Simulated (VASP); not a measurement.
Runs of VASP 6.6.1 on Fe. It takes space group Im-3m (No. 229, cubic). The conventional cell has a = 2.861 Å, b = 2.861 Å, c = 2.861 Å, α = 90.00°, β = 90.00°, γ = 90.00°. Fe (site symmetry m-3m) has 14 Fe at 2.48 to 2.86 Å within 3.3 Å. 

```csv
spin,fixed moment (μB),pressure (GPa),moment (μB)
"collinear, ferromagnetic start",2.45,8.3,2.45
"collinear, ferromagnetic start",1.23,(a),1.23
"collinear, ferromagnetic start",4.29,83.5,4.29
"collinear, ferromagnetic start",3.06,25.3,3.06
"collinear, ferromagnetic start",3.68,48.5,3.68
"collinear, zero start",0.0,3.6,0.00
"collinear, ferromagnetic start",0.61,(b),0.61
```

Alike in all rows: task single point; level PBE+U; potentials or basis VASP PAW PBE potentials, release 64 (Fe_sv); Fe d U = 5.3 eV; cell as given; k mesh 12 × 12 × 12; cutoff (eV) 690; smearing fermi-dirac 0.05 eV.

**Question.** Estimate the missing entries.

**Answer.** (a) -3.9; (b) 8.4.

Caveats: the U is typed as a test and isn't derived for this compound; the cell stands under pressure (at least some runs); the total moment is fixed, so each spin has its own Fermi level and the state may be an excited one (at least some runs); the cell stands under tension (at least some runs); the total moment is fixed, so each spin has its own Fermi level (at least some runs).
